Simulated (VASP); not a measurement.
# CdS (Imm2) in VASP: notebook

Runs on CdS. Level: PBE. Tasks: single point.

Everything below comes from runs of VASP 6.6.1. Logs are shortened: lines on timing, memory, paths and dates and some standing lists are left out, and cuts for length are marked.

**1. The cell of the first run**

It takes space group Imm2 (No. 44, orthorhombic). Conventional cell: a = 4.115 Å, b = 4.115 Å, c = 5.820 Å, α = 90.00°, β = 90.00°, γ = 90.00°. Within 3.2 Å of Cd (site symmetry mm2) lie 4 S at 2.41 to 2.64 Å. Within 3.2 Å of S (site symmetry mm2) lie 4 Cd at 2.41 to 2.64 Å.

**2. Single point, PBE (all Cd atoms moved -0.200 Å, as atom 1 along Cartesian [0 1 0])**

INCAR reads:

```
  PREC = Accurate
  ENCUT = 520
  EDIFF = 1E-6
  ISMEAR = 0
  SIGMA = 0.05
  LREAL = F
  LASPH = T
  NELM = 60
  ALGO = Normal
  ISIF = 2
  LWAVE = F
  LCHARG = F
  GGA = PE
  NBANDS = 16
```

KPOINTS reads:

```
Automatic mesh
0
Gamma
  8 8 8
```

POSCAR reads:

```
CdS
1.0
    0.0000000000      2.9100000000      2.9100000000
    2.9100000000      0.0000000000      2.9100000000
    2.9100000000      2.9100000000      0.0000000000
Cd S
1 1
Direct
   -0.0343642612      0.0343642612     -0.0343642612
    0.7500000000      0.7500000000      0.7500000000
```

Potentials or basis: VASP PAW PBE potentials, release 64 (Cd, S).

Command:

```console
> cat potpaw_PBE.64/Cd/POTCAR potpaw_PBE.64/S/POTCAR > POTCAR
> mpirun -np 1 vasp_std > vasp.out
```

OUTCAR:

```text
PREC = Accurate
   ENCUT = 520
   EDIFF = 1E-6
   ISMEAR = 0
   LREAL = F
   LASPH = T
   NELM = 60
   ISIF = 2
   GGA = PE

 ion  position               nearest neighbor table
   1  0.966  0.034  0.966-   2 2.41   2 2.41   2 2.64   2 2.64
   2  0.750  0.750  0.750-   1 2.41   1 2.41   1 2.64   1 2.64

  LATTYP: Found a face centered cubic cell.
 ALAT       =     5.8200000000

  Lattice vectors:

 A1 = (   0.0000000000,   2.9100000000,   2.9100000000)
 A2 = (   2.9100000000,   0.0000000000,   2.9100000000)
 A3 = (   2.9100000000,   2.9100000000,   0.0000000000)

Analysis of symmetry for initial positions (statically):
=====================================================================
 Subroutine PRICEL returns:
 Original cell was already a primitive cell.

 Routine SETGRP: Setting up the symmetry group for a
 face centered cubic supercell.

 Subroutine GETGRP returns: Found  4 space group operations
 (whereof  4 operations were pure point group operations)
 out of a pool of 48 trial point group operations.

The static configuration has the point symmetry C_2v.

Analysis of symmetry for dynamics (positions and initial velocities):
=====================================================================
 Subroutine PRICEL returns:
 Original cell was already a primitive cell.

 Routine SETGRP: Setting up the symmetry group for a
 face centered cubic supercell.

 Subroutine GETGRP returns: Found  4 space group operations
 (whereof  4 operations were pure point group operations)
 out of a pool of 48 trial point group operations.

The dynamic configuration has the point symmetry C_2v.

 Subroutine INISYM returns: Found  4 space group operations
 (whereof  4 operations are pure point group operations),
 and found     1 'primitive' translations

----------------------------------------------------------------------------------------

                                     Primitive cell

  volume of cell :      49.2843

  direct lattice vectors                    reciprocal lattice vectors
     0.000000000  2.910000000  2.910000000    -0.171821306  0.171821306  0.171821306
     2.910000000  0.000000000  2.910000000     0.171821306 -0.171821306  0.171821306
     2.910000000  2.910000000  0.000000000     0.171821306  0.171821306 -0.171821306

  length of vectors
[... 74 lines left out ...]
   ISTART =      0    job   : 0-new  1-cont  2-samecut
   ICHARG =      2    charge: 1-file 2-atom 10-const
   ISPIN  =      1    spin polarized calculation?
   LNONCOLLINEAR =      F non collinear calculations
   LSORBIT =      F    spin-orbit coupling
   LASPH  =      T    aspherical Exc in radial PAW
   ENCUT  =  520.0 eV  38.22 Ry    6.18 a.u.   7.65  7.65  7.65*2*pi/ulx,y,z
   NELM   =     60;   NELMIN=  2; NELMDL= -5     # of ELM steps
   EDIFF  = 0.1E-05   stopping-criterion for ELM
   LREAL  =      F    real-space projection
   EDIFFG = 0.1E-04   stopping-criterion for IOM
   NSW    =      0    number of steps for IOM
   IBRION =     -1    ionic relax: 0-MD 1-quasi-New 2-CG
   NFREE  =      0    steps in history (QN), initial steepest desc. (CG)
   ISIF   =      2    stress and relaxation
   ISYM   =      2    0-nonsym 1-usesym 2-fastsym
   POTIM  = 0.5000    time-step for ionic-motion
   TEBEG  =    0.0;   TEEND  =   0.0 temperature during run
   PSTRESS=    0.0 pullay stress
   NELECT =      18.0000    total number of electrons
   NUPDOWN=      -1.0000    fix difference up-down
   EMIN   =  10.00;   EMAX   =-10.00  energy-range for DOS
   EFERMI =   0.00;   METHOD = LEGACY
   ISMEAR =     0;   SIGMA  =   0.05  broadening in eV -4-tet -1-fermi 0-gaus
   EFERMI_NEDOS =   21; number of points for ismear=-14 and -15
   IALGO  =     38    algorithm
   IMIX   =      4    mixing-type and parameters
     AMIX     =   0.40;   BMIX     =  1.00
     AMIX_MAG =   1.60;   BMIX_MAG =  1.00
  volume/ion in A,a.u.               =      24.64       166.29
  Fermi-wavevector in a.u.,A,eV,Ry     =   1.170207  2.211371 18.631605  1.369384
  Thomas-Fermi vector in A             =   2.306669
   LORBIT       =      0    0 simple, 1 ext, 2 COOP (PROOUT), +10 PAW based schemes
   GGA     = PE    functional components
   LHFCALC =     F    Hartree Fock is set to
   AEXX    =    0.0000 exact exchange contribution
   IVDW    =     0    specifies the selected vdW correction
   LEPSILON=     F    determine dielectric tensor
   LRPA    =     F    only Hartree local field effects (RPA)
 non-spin polarized calculation
 Gauss-broadening in eV      SIGMA  =   0.05
  energy-cutoff  :      520.00
  volume of cell :       49.28
 maximum number of plane-waves:      1363
   NGX = 15   NGY = 15   NGZ = 15

 number of electron      18.0000000 magnetization

 Free energy of the ion-electron system (eV)
  ---------------------------------------------------
  ext. energy  EPLUGINS =         0.00000000
  ---------------------------------------------------
  free energy    TOTEN  =        -6.00819456 eV

  energy without entropy =       -6.00819456  energy(sigma->0) =       -6.00819456

 E-fermi :   1.6867     XC(G=0):  -9.1804

 val. band max:        1.4067018213   @ k =   0.0000   0.0000   0.0000
 cond. band min:       2.5824663134   @ k =   0.0000   0.0000   0.0000
 fundamental gap:      1.1757644920
 Fermi energy:         1.6867070744

 k-point     1 :       0.0000    0.0000    0.0000
  band No.  band energies     occupation
      1     -11.0960      2.00000
      2      -6.5722      2.00000
      3      -6.4128      2.00000
      4      -6.2893      2.00000
      5      -5.9456      2.00000
      6      -5.9292      2.00000
[... 433 lines left out ...]
      3      -6.2991      2.00000
      4      -5.9447      2.00000
      5      -5.8951      2.00000
      6      -5.5752      2.00000
[... 8 lines left out ...]
     15      13.1641      0.00000
     16      14.1331      0.00000

 [... further k-points ...]
[... 5 lines left out ...]
  --------------------------------------------------------------------------------------
  -------------------------------------------------------------------------------------
  Total        1.5760214      1.1555468      1.5760214      0.0000000      0.0000000      1.5210020
  in kB       51.2346457     37.5654997     51.2346457      0.0000000      0.0000000     49.4460269
  external PRESSURE =      46.6782637 kB  Pullay stress =       0.0000000 kB

 VOLUME and BASIS-vectors are now :
 -----------------------------------------------------------------------------
  energy-cutoff  :      520.00
  volume of cell :       49.28
      direct lattice vectors                 reciprocal lattice vectors
     0.000000000  2.910000000  2.910000000    -0.171821306  0.171821306  0.171821306
     2.910000000  0.000000000  2.910000000     0.171821306 -0.171821306  0.171821306
     2.910000000  2.910000000  0.000000000     0.171821306  0.171821306 -0.171821306

 POSITION                                       TOTAL-FORCE (eV/Angst)
 -----------------------------------------------------------------------------------
      2.91000      5.62000      2.91000         0.000000      1.045029      0.000000
      4.36500      4.36500      4.36500         0.000000     -1.045029      0.000000
 -----------------------------------------------------------------------------------
    total drift:                                0.000000      0.000435      0.000000

  FREE ENERGIE OF THE ION-ELECTRON SYSTEM (eV)
  ---------------------------------------------------
  free  energy   TOTEN  =        -6.0081945630 eV

  energy  without entropy=       -6.0081945630  energy(sigma->0) =       -6.00819456
```

OSZICAR:

```text
N       E                     dE             d eps       ncg     rms          rms(c)
DAV:   1     0.109285264843E+03    0.10929E+03   -0.88062E+03  3040   0.102E+03
DAV:   2    -0.235181008267E+01   -0.11164E+03   -0.10581E+03  3792   0.255E+02
DAV:   3    -0.654564176822E+01   -0.41938E+01   -0.41871E+01  3752   0.512E+01
DAV:   4    -0.657156751773E+01   -0.25926E-01   -0.25923E-01  3912   0.396E+00
DAV:   5    -0.657191256123E+01   -0.34504E-03   -0.34504E-03  3712   0.432E-01    0.861E+00
DAV:   6    -0.602886398563E+01    0.54305E+00   -0.86349E-01  4608   0.120E+01    0.680E+00
DAV:   7    -0.600797532508E+01    0.20889E-01   -0.21398E-01  3952   0.319E+00    0.326E+00
DAV:   8    -0.600813130728E+01   -0.15598E-03   -0.20283E-02  3664   0.182E+00    0.328E-01
DAV:   9    -0.600800699722E+01    0.12431E-03   -0.23600E-03  3784   0.736E-01    0.613E-02
DAV:  10    -0.600811958194E+01   -0.11258E-03   -0.26254E-04  3920   0.174E-01    0.661E-02
DAV:  11    -0.600820102336E+01   -0.81441E-04   -0.13108E-04  3640   0.922E-02    0.231E-02
DAV:  12    -0.600819359398E+01    0.74294E-05   -0.25548E-05  4152   0.670E-02    0.107E-02
DAV:  13    -0.600819488567E+01   -0.12917E-05   -0.42375E-06  3536   0.132E-02    0.126E-02
DAV:  14    -0.600819456299E+01    0.32267E-06   -0.37997E-07  2888   0.356E-03
   1 F= -.60081946E+01 E0= -.60081946E+01  d E =-.132311E-17
```

Wall time 43 s (1 thread of AMD EPYC 9R45 (Zen 5), shared host); peak memory 0.19 GiB.

What came out:

```
Free energy            : -6.0082 eV
Pressure               : 4.7 GPa
Largest force          : 1.045 eV/Å
Band gap on the k mesh : 1.18 eV, direct
```

Forces in eV/Å, atoms in the order of the input:
```
Cd   0.000  1.045  0.000
S    0.000 -1.045  0.000
```

Caveat: the cell differs from its parent crystal (all Cd atoms moved -0.200 Å, as atom 1 along Cartesian [0 1 0]); forces of over 1 eV/Å act on the atoms, so gaps and moduli don't describe the material at rest.

**3. Single point, PBE (all Cd atoms moved +0.150 Å, as atom 1 along Cartesian [0 1 0])**

INCAR reads:

```
ALGO = Normal
EDIFF = 1E-7
ENCUT = 520
GGA = PE
ISIF = 2
ISMEAR = 0
LASPH = True
LCHARG = True
LELF = True
LREAL = False
LVHAR = True
LWAVE = False
NBANDS = 16
NELM = 100
PREC = Accurate
SIGMA = 0.05
```

KPOINTS reads:

```
k-points
0
Gamma
  8 8 8
```

POSCAR: that of step 2 with these lines changed.

```diff
@@ -8,3 +8,3 @@
 Direct
-   -0.0343642612      0.0343642612     -0.0343642612
+    0.0257731959     -0.0257731959      0.0257731959
     0.7500000000      0.7500000000      0.7500000000
```

Potentials or basis: VASP PAW PBE potentials, release 64 (Cd, S).

Command:

```console
> cat potpaw_PBE.64/Cd/POTCAR potpaw_PBE.64/S/POTCAR > POTCAR
> mpirun -np 1 vasp_std > vasp.out
```

OUTCAR:

```text
EDIFF = 1E-7
   ENCUT = 520
   GGA = PE
   ISIF = 2
   ISMEAR = 0
   LASPH = True
   LREAL = False
   NELM = 100
   PREC = Accurate

 ion  position               nearest neighbor table
   1  0.026  0.974  0.026-   2 2.44   2 2.44   2 2.61   2 2.61
   2  0.750  0.750  0.750-   1 2.44   1 2.44   1 2.61   1 2.61

  LATTYP: Found a face centered cubic cell.
 ALAT       =     5.8200000000

  Lattice vectors:

 A1 = (   0.0000000000,   2.9100000000,   2.9100000000)
 A2 = (   2.9100000000,   0.0000000000,   2.9100000000)
 A3 = (   2.9100000000,   2.9100000000,   0.0000000000)

Analysis of symmetry for initial positions (statically):
=====================================================================
 Subroutine PRICEL returns:
 Original cell was already a primitive cell.

 Routine SETGRP: Setting up the symmetry group for a
 face centered cubic supercell.

 Subroutine GETGRP returns: Found  4 space group operations
 (whereof  4 operations were pure point group operations)
 out of a pool of 48 trial point group operations.

The static configuration has the point symmetry C_2v.

Analysis of symmetry for dynamics (positions and initial velocities):
=====================================================================
 Subroutine PRICEL returns:
 Original cell was already a primitive cell.

 Routine SETGRP: Setting up the symmetry group for a
 face centered cubic supercell.

 Subroutine GETGRP returns: Found  4 space group operations
 (whereof  4 operations were pure point group operations)
 out of a pool of 48 trial point group operations.

The dynamic configuration has the point symmetry C_2v.

 Subroutine INISYM returns: Found  4 space group operations
 (whereof  4 operations are pure point group operations),
 and found     1 'primitive' translations

[... 106 lines left out ...]
   NUPDOWN=      -1.0000    fix difference up-down
   EMIN   =  10.00;   EMAX   =-10.00  energy-range for DOS
   EFERMI =   0.00;   METHOD = LEGACY
   ISMEAR =     0;   SIGMA  =   0.05  broadening in eV -4-tet -1-fermi 0-gaus
   EFERMI_NEDOS =   21; number of points for ismear=-14 and -15
   IALGO  =     38    algorithm
   IMIX   =      4    mixing-type and parameters
     AMIX     =   0.40;   BMIX     =  1.00
     AMIX_MAG =   1.60;   BMIX_MAG =  1.00
  volume/ion in A,a.u.               =      24.64       166.29
  Fermi-wavevector in a.u.,A,eV,Ry     =   1.170207  2.211371 18.631605  1.369384
  Thomas-Fermi vector in A             =   2.306669
   LORBIT       =      0    0 simple, 1 ext, 2 COOP (PROOUT), +10 PAW based schemes
   GGA     = PE    functional components
   LHFCALC =     F    Hartree Fock is set to
   AEXX    =    0.0000 exact exchange contribution
   IVDW    =     0    specifies the selected vdW correction
   LEPSILON=     F    determine dielectric tensor
   LRPA    =     F    only Hartree local field effects (RPA)
 non-spin polarized calculation
 Gauss-broadening in eV      SIGMA  =   0.05
  energy-cutoff  :      520.00
  volume of cell :       49.28
 maximum number of plane-waves:      1363
   NGX = 15   NGY = 15   NGZ = 15

 number of electron      17.9999997 magnetization

 Free energy of the ion-electron system (eV)
  ---------------------------------------------------
  ext. energy  EPLUGINS =         0.00000000
  ---------------------------------------------------
  free energy    TOTEN  =        -6.05416903 eV

  energy without entropy =       -6.05416903  energy(sigma->0) =       -6.05416903

 E-fermi :   1.6178     XC(G=0):  -9.1807

 val. band max:        1.3928376449   @ k =   0.0000   0.0000   0.0000
 cond. band min:       2.5620667399   @ k =   0.0000   0.0000   0.0000
 fundamental gap:      1.1692290950
 Fermi energy:         1.6177836197

 k-point     1 :       0.0000    0.0000    0.0000
  band No.  band energies     occupation
      1     -11.0710      2.00000
      2      -6.5162      2.00000
      3      -6.3992      2.00000
      4      -6.3021      2.00000
      5      -5.9220      2.00000
      6      -5.9128      2.00000
[... 433 lines left out ...]
      3      -6.2001      2.00000
      4      -5.9304      2.00000
      5      -5.8982      2.00000
      6      -5.6172      2.00000
[... 8 lines left out ...]
     15      13.1169      0.00000
     16      14.2030      0.00000

 [... further k-points ...]
[... 5 lines left out ...]
  --------------------------------------------------------------------------------------
  -------------------------------------------------------------------------------------
  Total        1.3813374      1.1435714      1.3813374      0.0000000     -0.0000000     -1.1339179
  in kB       44.9056916     37.1761914     44.9056916      0.0000000     -0.0000000    -36.8623681
  external PRESSURE =      42.3291915 kB  Pullay stress =       0.0000000 kB

 VOLUME and BASIS-vectors are now :
 -----------------------------------------------------------------------------
  energy-cutoff  :      520.00
  volume of cell :       49.28
      direct lattice vectors                 reciprocal lattice vectors
     0.000000000  2.910000000  2.910000000    -0.171821306  0.171821306  0.171821306
     2.910000000  0.000000000  2.910000000     0.171821306 -0.171821306  0.171821306
     2.910000000  2.910000000  0.000000000     0.171821306  0.171821306 -0.171821306

 POSITION                                       TOTAL-FORCE (eV/Angst)
 -----------------------------------------------------------------------------------
      2.91000      0.15000      2.91000         0.000000     -0.792909      0.000000
      4.36500      4.36500      4.36500         0.000000      0.792909      0.000000
 -----------------------------------------------------------------------------------
    total drift:                                0.000000      0.000306      0.000000

  FREE ENERGIE OF THE ION-ELECTRON SYSTEM (eV)
  ---------------------------------------------------
  free  energy   TOTEN  =        -6.0541690266 eV

  energy  without entropy=       -6.0541690266  energy(sigma->0) =       -6.05416903
```

OSZICAR:

```text
N       E                     dE             d eps       ncg     rms          rms(c)
DAV:   1     0.110256214322E+03    0.11026E+03   -0.89208E+03  3040   0.102E+03
DAV:   2    -0.232084190567E+01   -0.11258E+03   -0.10659E+03  3760   0.255E+02
DAV:   3    -0.658213112475E+01   -0.42613E+01   -0.42544E+01  3664   0.517E+01
DAV:   4    -0.660869140269E+01   -0.26560E-01   -0.26558E-01  3944   0.403E+00
DAV:   5    -0.660904329583E+01   -0.35189E-03   -0.35189E-03  3624   0.437E-01    0.845E+00
DAV:   6    -0.607424494749E+01    0.53480E+00   -0.85039E-01  4624   0.118E+01    0.671E+00
DAV:   7    -0.605385852354E+01    0.20386E-01   -0.20746E-01  3912   0.313E+00    0.323E+00
DAV:   8    -0.605408348664E+01   -0.22496E-03   -0.19458E-02  3712   0.178E+00    0.322E-01
DAV:   9    -0.605398065436E+01    0.10283E-03   -0.22603E-03  3752   0.716E-01    0.596E-02
DAV:  10    -0.605409418389E+01   -0.11353E-03   -0.25339E-04  3888   0.169E-01    0.656E-02
DAV:  11    -0.605417552351E+01   -0.81340E-04   -0.12901E-04  3648   0.917E-02    0.225E-02
DAV:  12    -0.605416806041E+01    0.74631E-05   -0.25310E-05  4184   0.667E-02    0.105E-02
DAV:  13    -0.605416935920E+01   -0.12988E-05   -0.43226E-06  3536   0.130E-02    0.128E-02
DAV:  14    -0.605416903073E+01    0.32847E-06   -0.39992E-07  4112   0.357E-03    0.456E-03
DAV:  15    -0.605416902660E+01    0.41227E-08   -0.28135E-08  2584   0.116E-03
   1 F= -.60541690E+01 E0= -.60541690E+01  d E =-.111052E-12
```

It took 48 s on 1 thread of AMD EPYC 9R45 (Zen 5), shared host; peak memory 0.19 GiB.

Results:

* Free energy: -6.0542 eV
* Pressure: 4.2 GPa
* Largest force: 0.793 eV/Å
* Band gap on the k mesh: 1.17 eV, direct

Forces in eV/Å, atoms in the order of the input:
```
Cd   0.000 -0.793  0.000
S    0.000  0.793  0.000
```

Caveat: the cell differs from its parent crystal (all Cd atoms moved +0.150 Å, as atom 1 along Cartesian [0 1 0]).

(Continued in part 2 of 2.)
